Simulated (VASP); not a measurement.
# Ge (Fd-3m) in VASP: further runs, part 2 of 2

VASP 6.6.1.

## Step 3: Electric field gradients, PBE

The input, INCAR:

```
ALGO     = Normal         # electronic algorithm
EDIFF    = 1E-8           # SCF threshold, eV
ENCUT    = 520            # plane-wave cutoff, eV
GGA      = PE             # functional
ISIF     = 2              # what is computed and relaxed
ISMEAR   = -1             # smearing method
LASPH    = T              # aspherical terms in the spheres
LCHARG   = F              # write CHGCAR
LEFG     = T            
LREAL    = F              # projectors in reciprocal space
LWAVE    = F              # write WAVECAR
NBANDS   = 21             # bands
NELM     = 60             # most SCF steps
PREC     = Accurate       # precision mode
SIGMA    = 0.05           # smearing width, eV
```

The input, KPOINTS:

```
k-points
0
Gamma
  14 14 14
```

The input, POSCAR:

```
Ge
1.0
    0.0000000000      2.8286750000      2.8286750000
    2.8286750000      0.0000000000      2.8286750000
    2.8286750000      2.8286750000      0.0000000000
Ge
2
Direct
    0.0000000000      0.0000000000      0.0000000000
    0.2500000000      0.2500000000      0.2500000000
```

Potentials or basis: VASP PAW PBE potentials, release 64 (Ge_d).

Run with:

```
$ cat potpaw_PBE.64/Ge_d/POTCAR > POTCAR
$ mpirun -np 1 vasp_std > vasp.out
```

OUTCAR:

```text
EDIFF = 1E-8
   ENCUT = 520
   GGA = PE
   ISIF = 2
   ISMEAR = -1
   LASPH = T
   LREAL = F
   NELM = 60
   PREC = Accurate

 ion  position               nearest neighbor table
   1  0.000  0.000  0.000-   2 2.45   2 2.45   2 2.45   2 2.45
   2  0.250  0.250  0.250-   1 2.45   1 2.45   1 2.45   1 2.45

  LATTYP: Found a face centered cubic cell.
 ALAT       =     5.6573500000

  Lattice vectors:

 A1 = (   0.0000000000,   2.8286750000,   2.8286750000)
 A2 = (   2.8286750000,   0.0000000000,   2.8286750000)
 A3 = (   2.8286750000,   2.8286750000,   0.0000000000)

Analysis of symmetry for initial positions (statically):
=====================================================================
 Subroutine PRICEL returns:
 Original cell was already a primitive cell.

 Routine SETGRP: Setting up the symmetry group for a
 face centered cubic supercell.

 Subroutine GETGRP returns: Found 48 space group operations
 (whereof 24 operations were pure point group operations)
 out of a pool of 48 trial point group operations.

The static configuration has the point symmetry T_d .
 The point group associated with its full space group is O_h .

Analysis of symmetry for dynamics (positions and initial velocities):
=====================================================================
 Subroutine PRICEL returns:
 Original cell was already a primitive cell.

 Routine SETGRP: Setting up the symmetry group for a
 face centered cubic supercell.

 Subroutine GETGRP returns: Found 48 space group operations
 (whereof 24 operations were pure point group operations)
 out of a pool of 48 trial point group operations.

[... 156 lines left out ...]
 k-point     1 :       0.0000    0.0000    0.0000
  band No.  band energies     occupation
      1     -19.8214      2.00000
      2     -19.8214      2.00000
      3     -19.8214      2.00000
      4     -19.7852      2.00000
      5     -19.7852      2.00000
      6     -19.5745      2.00000
[... 565 lines left out ...]
     20      14.3264      0.00000
     21      14.7932      0.00000

 [... further k-points ...]

------------------------ aborting loop because EDIFF is reached ----------------------------------------

  FORCE on cell =-STRESS in cart. coord.  units (eV):
  Direction    XX          YY          ZZ          XY          YZ          ZX
  --------------------------------------------------------------------------------------
  -------------------------------------------------------------------------------------
  Total        1.0202920      1.0202920      1.0202920      0.0000000      0.0000000      0.0000000
  in kB       36.1123640     36.1123640     36.1123640      0.0000000      0.0000000      0.0000000
  external PRESSURE =      36.1123640 kB  Pullay stress =       0.0000000 kB

 VOLUME and BASIS-vectors are now :
 -----------------------------------------------------------------------------
  energy-cutoff  :      520.00
  volume of cell :       45.27
      direct lattice vectors                 reciprocal lattice vectors
     0.000000000  2.828675000  2.828675000    -0.176761204  0.176761204  0.176761204
     2.828675000  0.000000000  2.828675000     0.176761204 -0.176761204  0.176761204
     2.828675000  2.828675000  0.000000000     0.176761204  0.176761204 -0.176761204

 POSITION                                       TOTAL-FORCE (eV/Angst)
 -----------------------------------------------------------------------------------
      0.00000      0.00000      0.00000         0.000000     -0.000000      0.000000
      1.41434      1.41434      1.41434        -0.000000      0.000000     -0.000000
 -----------------------------------------------------------------------------------
    total drift:                                0.000000     -0.000000      0.000000

  FREE ENERGIE OF THE ION-ELECTRON SYSTEM (eV)
  ---------------------------------------------------
  free  energy   TOTEN  =        -9.0094958347 eV

  energy  without entropy=       -9.0092065162  energy(sigma->0) =       -9.00935118

 Electric field gradients (V/A^2)
---------------------------------------------------------------------
 ion       V_xx      V_yy      V_zz      V_xy      V_xz      V_yz
---------------------------------------------------------------------
   1       0.000     0.000     0.000     0.004     0.004     0.004
   2       0.000    -0.000     0.000     0.004     0.004     0.004
---------------------------------------------------------------------

 Electric field gradients after diagonalization (V/A^2)
 (convention: |V_zz| > |V_xx| > |V_yy|)
----------------------------------------------------------------------
 ion       V_xx      V_yy      V_zz     asymmetry (V_yy - V_xx)/ V_zz
----------------------------------------------------------------------
   1      -0.004    -0.004     0.007       0.000
   2      -0.004    -0.004     0.007       0.000
----------------------------------------------------------------------

           NMR quadrupolar parameters

 Cq : quadrupolar parameter    Cq=e*Q*V_zz/h
 eta: asymmetry parameters     (V_yy - V_xx)/ V_zz
 Q  : nuclear electric quadrupole moment in mb (millibarn)
----------------------------------------------------------------------
 ion       Cq(MHz)       eta       Q (mb)
----------------------------------------------------------------------
   1       0.000       0.000       1.000
   2       0.000       0.000       1.000
----------------------------------------------------------------------
```

OSZICAR:

```text
N       E                     dE             d eps       ncg     rms          rms(c)
DAV:   1     0.188286344922E+03    0.18829E+03   -0.14481E+04  4927   0.362E+03
DAV:   2     0.186074827395E+02   -0.16968E+03   -0.16437E+03  4373   0.624E+02
DAV:   3    -0.818546798256E+01   -0.26793E+02   -0.26620E+02  5003   0.143E+02
DAV:   4    -0.908195591547E+01   -0.89649E+00   -0.89600E+00  4913   0.307E+01
DAV:   5    -0.909680314378E+01   -0.14847E-01   -0.14847E-01  4978   0.435E+00    0.320E+00
DAV:   6    -0.903830031882E+01    0.58503E-01   -0.21628E-02  5010   0.142E+00    0.190E+00
DAV:   7    -0.900762592494E+01    0.30674E-01   -0.48101E-02  4856   0.195E+00    0.147E-01
DAV:   8    -0.900933492187E+01   -0.17090E-02   -0.59750E-03  4883   0.943E-01    0.426E-02
DAV:   9    -0.900947483068E+01   -0.13991E-03   -0.21239E-04  5012   0.202E-01    0.156E-02
DAV:  10    -0.900949407387E+01   -0.19243E-04   -0.39989E-05  5014   0.729E-02    0.615E-03
DAV:  11    -0.900949583253E+01   -0.17587E-05   -0.62367E-06  5373   0.412E-02    0.167E-03
DAV:  12    -0.900949586935E+01   -0.36818E-07   -0.19569E-07  5252   0.707E-03    0.550E-04
DAV:  13    -0.900949584473E+01    0.24620E-07   -0.42852E-08  4942   0.342E-03    0.186E-04
DAV:  14    -0.900949583122E+01    0.13511E-07   -0.28591E-09  3090   0.503E-04    0.245E-05
DAV:  15    -0.900949583465E+01   -0.34343E-08   -0.37908E-10  2479   0.232E-04
   1 F= -.90094958E+01 E0= -.90093512E+01  d E =-.289318E-03
```

Wall time 3.7 min (1 thread of AMD EPYC 7R13, shared host); peak memory 0.19 GiB.

What came out:

* Free energy: -9.0095 eV
* Pressure: 3.6 GPa

Levels at points of the mesh, in eV from the Fermi level:
| k point | band 11 | band 12 | band 13 | band 14 | band 15 | band 16 | band 17 | band 18 |
| --- | --- | --- | --- | --- | --- | --- | --- | --- |
| (0.00, 0.00, 0.00) | -12.84 | -0.07 | -0.07 | -0.07 | -0.03 | 2.49 | 2.49 | 2.49 |
| (0.50, 0.00, 0.00) | -10.75 | -7.66 | -1.47 | -1.47 | 0.12 | 3.68 | 3.68 | 7.07 |
| (0.50, 0.50, 0.00) | -8.95 | -8.95 | -3.14 | -3.14 | 0.69 | 0.69 | 9.45 | 9.45 |

Caveat: without QUAD_EFG the Cq values of the log hold for a quadrupole moment of 1 mb, not for the nuclei.

## Step 4: Electric field gradients, r2SCAN

POSCAR is that of step 3.

The input, INCAR.step1:

```
SYSTEM = Ge
ALGO = Normal
EDIFF = 1E-4
ENCUT = 520
GGA = PE
ISMEAR = -1
LASPH = .True.
LCHARG = .False.
LREAL = .False.
LWAVE = .True.
NBANDS = 21
NELM = 100
PREC = Accurate
SIGMA = 0.05
```

The input, INCAR.step2:

```
SYSTEM = Ge
ALGO = Normal
EDIFF = 1E-8
ENCUT = 520
ISIF = 2
ISMEAR = -1
ISTART = 1
LASPH = .True.
LCHARG = .False.
LEFG = .True.
LMIXTAU = .True.
LREAL = .False.
LWAVE = .False.
METAGGA = R2SCAN
NBANDS = 21
NELM = 100
PREC = Accurate
SIGMA = 0.05
```

The input, KPOINTS:

```
k-points
0
Gamma
  14 14 14
  0 0 0
```

Potentials or basis: VASP PAW PBE potentials, release 64 (Ge_d).

Run with:

```
$ cat potpaw_PBE.64/Ge_d/POTCAR > POTCAR
$ cp INCAR.step1 INCAR
$ mpirun -np 1 vasp_std > vasp.out
$ cp INCAR.step2 INCAR
$ mpirun -np 1 vasp_std > vasp.out
```

OUTCAR:

```text
SYSTEM = Ge
   EDIFF = 1E-8
   ENCUT = 520
   ISIF = 2
   ISMEAR = -1
   ISTART = 1
   LASPH = .True.
   LREAL = .False.
   METAGGA = R2SCAN
   NELM = 100
   PREC = Accurate

 ion  position               nearest neighbor table
   1  0.000  0.000  0.000-   2 2.45   2 2.45   2 2.45   2 2.45
   2  0.250  0.250  0.250-   1 2.45   1 2.45   1 2.45   1 2.45

  LATTYP: Found a face centered cubic cell.
 ALAT       =     5.6573500000

  Lattice vectors:

 A1 = (   0.0000000000,   2.8286750000,   2.8286750000)
 A2 = (   2.8286750000,   0.0000000000,   2.8286750000)
 A3 = (   2.8286750000,   2.8286750000,   0.0000000000)

Analysis of symmetry for initial positions (statically):
=====================================================================
 Subroutine PRICEL returns:
 Original cell was already a primitive cell.

 Routine SETGRP: Setting up the symmetry group for a
 face centered cubic supercell.

 Subroutine GETGRP returns: Found 48 space group operations
 (whereof 24 operations were pure point group operations)
 out of a pool of 48 trial point group operations.

The static configuration has the point symmetry T_d .
 The point group associated with its full space group is O_h .

Analysis of symmetry for dynamics (positions and initial velocities):
=====================================================================
 Subroutine PRICEL returns:
 Original cell was already a primitive cell.

 Routine SETGRP: Setting up the symmetry group for a
 face centered cubic supercell.

 Subroutine GETGRP returns: Found 48 space group operations
 (whereof 24 operations were pure point group operations)
 out of a pool of 48 trial point group operations.

The dynamic configuration has the point symmetry T_d .
 The point group associated with its full space group is O_h .

 Subroutine INISYM returns: Found 48 space group operations
 (whereof 24 operations are pure point group operations),
 and found     1 'primitive' translations

----------------------------------------------------------------------------------------

                                     Primitive cell

  volume of cell :      45.2667

  direct lattice vectors                    reciprocal lattice vectors
     0.000000000  2.828675000  2.828675000    -0.176761204  0.176761204  0.176761204
     2.828675000  0.000000000  2.828675000     0.176761204 -0.176761204  0.176761204
     2.828675000  2.828675000  0.000000000     0.176761204  0.176761204 -0.176761204

  length of vectors
     4.000350549  4.000350549  4.000350549     0.306159387  0.306159387  0.306159387

  position of ions in fractional coordinates (direct lattice)
     0.000000000  0.000000000  0.000000000
     0.250000000  0.250000000  0.250000000

  ion indices of the primitive-cell ions
   primitive index   ion index
                 1           1
                 2           2

----------------------------------------------------------------------------------------

 KPOINTS: k-points

[... 73 lines left out ...]
   ISIF   =      2    stress and relaxation
   ISYM   =      2    0-nonsym 1-usesym 2-fastsym
   POTIM  = 0.5000    time-step for ionic-motion
   TEBEG  =    0.0;   TEEND  =   0.0 temperature during run
   PSTRESS=    0.0 pullay stress
   NELECT =      28.0000    total number of electrons
   NUPDOWN=      -1.0000    fix difference up-down
   EMIN   =  10.00;   EMAX   =-10.00  energy-range for DOS
   EFERMI =   0.00;   METHOD = LEGACY
   ISMEAR =    -1;   SIGMA  =   0.05  broadening in eV -4-tet -1-fermi 0-gaus
   EFERMI_NEDOS =   21; number of points for ismear=-14 and -15
   IALGO  =     38    algorithm
   IMIX   =      4    mixing-type and parameters
     AMIX     =   0.40;   BMIX     =  1.00
     AMIX_MAG =   1.60;   BMIX_MAG =  1.00
  volume/ion in A,a.u.               =      22.63       152.74
  Fermi-wavevector in a.u.,A,eV,Ry     =   1.394872  2.635926 26.472431  1.945669
  Thomas-Fermi vector in A             =   2.518379
   LORBIT       =      0    0 simple, 1 ext, 2 COOP (PROOUT), +10 PAW based schemes
   METAGGA = R2SCAN    functional components
   LHFCALC =     F    Hartree Fock is set to
   AEXX    =    0.0000 exact exchange contribution
   IVDW    =     0    specifies the selected vdW correction
   LEPSILON=     F    determine dielectric tensor
   LRPA    =     F    only Hartree local field effects (RPA)
 non-spin polarized calculation
  energy-cutoff  :      520.00
  volume of cell :       45.27
 maximum number of plane-waves:      1243
 NGX is ok and might be reduce to    30
   NGX = 15   NGY = 15   NGZ = 15

 number of electron      28.0000022 magnetization

 Free energy of the ion-electron system (eV)
  ---------------------------------------------------
  ext. energy  EPLUGINS =         0.00000000
  ---------------------------------------------------
  free energy    TOTEN  =       -27.74379762 eV

  energy without entropy =      -27.74376080  energy(sigma->0) =      -27.74377921

 E-fermi :   5.0087     XC(G=0): -10.8211

 val. band max:        4.8031416158   @ k =   0.0000   0.0000   0.0000
 cond. band min:       5.2091114631   @ k =   0.0000   0.0000   0.0000
 fundamental gap:      0.4059698473
 Fermi energy:         5.0086943536

 k-point     1 :       0.0000    0.0000    0.0000
  band No.  band energies     occupation
      1     -20.6920      2.00000
      2     -20.6920      2.00000
      3     -20.6919      2.00000
      4     -20.6525      2.00000
      5     -20.6525      2.00000
      6     -20.4348      2.00000
[... 565 lines left out ...]
     20      14.7710      0.00000
     21      15.1190      0.00000

 [... further k-points ...]

------------------------ aborting loop because EDIFF is reached ----------------------------------------

  FORCE on cell =-STRESS in cart. coord.  units (eV):
  Direction    XX          YY          ZZ          XY          YZ          ZX
  --------------------------------------------------------------------------------------
  -------------------------------------------------------------------------------------
  Total        0.2077544      0.2077544      0.2077544      0.0000000      0.0000000      0.0000000
  in kB        7.3532881      7.3532881      7.3532881      0.0000000      0.0000000      0.0000000
  external PRESSURE =       7.3532881 kB  Pullay stress =       0.0000000 kB

 VOLUME and BASIS-vectors are now :
 -----------------------------------------------------------------------------
  energy-cutoff  :      520.00
  volume of cell :       45.27
      direct lattice vectors                 reciprocal lattice vectors
     0.000000000  2.828675000  2.828675000    -0.176761204  0.176761204  0.176761204
     2.828675000  0.000000000  2.828675000     0.176761204 -0.176761204  0.176761204
     2.828675000  2.828675000  0.000000000     0.176761204  0.176761204 -0.176761204

 POSITION                                       TOTAL-FORCE (eV/Angst)
 -----------------------------------------------------------------------------------
      0.00000      0.00000      0.00000         0.000000      0.000000      0.000000
      1.41434      1.41434      1.41434        -0.000000     -0.000000     -0.000000
 -----------------------------------------------------------------------------------
    total drift:                                0.000000      0.000000      0.000000

  FREE ENERGIE OF THE ION-ELECTRON SYSTEM (eV)
  ---------------------------------------------------
  free  energy   TOTEN  =       -27.7437976247 eV

  energy  without entropy=      -27.7437607972  energy(sigma->0) =      -27.74377921

 Electric field gradients (V/A^2)
---------------------------------------------------------------------
 ion       V_xx      V_yy      V_zz      V_xy      V_xz      V_yz
---------------------------------------------------------------------
   1      -0.000    -0.000     0.000     0.004     0.004     0.004
   2      -0.000    -0.000     0.000     0.004     0.004     0.004
---------------------------------------------------------------------

 Electric field gradients after diagonalization (V/A^2)
 (convention: |V_zz| > |V_xx| > |V_yy|)
----------------------------------------------------------------------
 ion       V_xx      V_yy      V_zz     asymmetry (V_yy - V_xx)/ V_zz
----------------------------------------------------------------------
   1      -0.004    -0.004     0.007       0.000
   2      -0.004    -0.004     0.007       0.000
----------------------------------------------------------------------

           NMR quadrupolar parameters

 Cq : quadrupolar parameter    Cq=e*Q*V_zz/h
 eta: asymmetry parameters     (V_yy - V_xx)/ V_zz
 Q  : nuclear electric quadrupole moment in mb (millibarn)
----------------------------------------------------------------------
 ion       Cq(MHz)       eta       Q (mb)
----------------------------------------------------------------------
   1       0.000       0.000       1.000
   2       0.000       0.000       1.000
----------------------------------------------------------------------
```

OUTCAR.step1:

```text
SYSTEM = Ge
   EDIFF = 1E-4
   ENCUT = 520
   GGA = PE
   ISMEAR = -1
   LASPH = .True.
   LREAL = .False.
[... 798 lines left out ...]
      0.00000      0.00000      0.00000         0.000000      0.000000      0.000000
      1.41434      1.41434      1.41434        -0.000000     -0.000000     -0.000000
 -----------------------------------------------------------------------------------
    total drift:                                0.000000     -0.000000      0.000000

  FREE ENERGIE OF THE ION-ELECTRON SYSTEM (eV)
  ---------------------------------------------------
  free  energy   TOTEN  =        -9.0094934797 eV

  energy  without entropy=       -9.0092038153  energy(sigma->0) =       -9.00934865
```

OSZICAR.step1:

```text
N       E                     dE             d eps       ncg     rms          rms(c)
DAV:   1     0.188286344922E+03    0.18829E+03   -0.14481E+04  4927   0.362E+03
DAV:   2     0.186074827395E+02   -0.16968E+03   -0.16437E+03  4373   0.624E+02
DAV:   3    -0.818546798256E+01   -0.26793E+02   -0.26620E+02  5003   0.143E+02
DAV:   4    -0.908195591547E+01   -0.89649E+00   -0.89600E+00  4913   0.307E+01
DAV:   5    -0.909680314378E+01   -0.14847E-01   -0.14847E-01  4978   0.435E+00    0.320E+00
DAV:   6    -0.903830031882E+01    0.58503E-01   -0.21628E-02  5010   0.142E+00    0.190E+00
DAV:   7    -0.900762592494E+01    0.30674E-01   -0.48101E-02  4856   0.195E+00    0.147E-01
DAV:   8    -0.900933492187E+01   -0.17090E-02   -0.59750E-03  4883   0.943E-01    0.426E-02
DAV:   9    -0.900947430830E+01   -0.13939E-03   -0.20718E-04  4132   0.202E-01    0.156E-02
DAV:  10    -0.900949347968E+01   -0.19171E-04   -0.35913E-05  3469   0.657E-02
   1 F= -.90094935E+01 E0= -.90093486E+01  d E =-.289664E-03
```

Wall time 17 min (1 thread of AMD EPYC 7R13, shared host); peak memory 0.19 GiB.

Results:

- Free energy: -27.7438 eV
- Pressure: 0.7 GPa
- Band gap on the k mesh: 0.41 eV, direct

Levels at points of the mesh, in eV from the valence-band top:
| k point | band 10 | band 11 | band 12 | band 13 | band 14 | band 15 | band 16 | band 17 | band 18 | band 19 |
| --- | --- | --- | --- | --- | --- | --- | --- | --- | --- | --- |
| (0.00, 0.00, 0.00) | -25.22 | -13.31 | 0.00 | 0.00 | 0.00 | 0.41 | 2.71 | 2.71 | 2.71 | 7.06 |
| (0.50, 0.00, 0.00) | -25.19 | -11.11 | -7.87 | -1.48 | -1.48 | 0.44 | 4.00 | 4.00 | 7.66 | 11.21 |
| (0.50, 0.50, 0.00) | -25.18 | -9.22 | -9.22 | -3.23 | -3.23 | 0.97 | 0.97 | 10.11 | 10.11 | 12.35 |

Caveat: without QUAD_EFG the Cq values of the log hold for a quadrupole moment of 1 mb, not for the nuclei; the PAW data sets were made with another functional, which shifts forces and pressure a little.

## Step 5: Summary

| level | k mesh | smearing | gap on the mesh (eV) | pressure (GPa) |
| --- | --- | --- | --- | --- |
| PBE | 13 × 13 × 13 | fermi-dirac 0.02 eV | 0.04 | 3.6 |
| PBE | 14 × 14 × 14 | fermi-dirac 0.05 eV | - | 3.6 |
| r2SCAN | 14 × 14 × 14 | fermi-dirac 0.05 eV | 0.41 | 0.7 |

Alike in all rows: task electric field gradients; potentials or basis VASP PAW PBE potentials, release 64 (Ge_d); no spin polarisation; cell as given; cutoff (eV) 520.

The pressure there spans 0.7 GPa (r2SCAN) to 3.6 GPa (PBE); a positive pressure means that this level wants a larger cell, a negative one a smaller.

Caveats: the PAW data sets were made with another functional, which shifts forces and pressure a little (some runs).

Absolute energies hang on the potentials; compare differences alone.
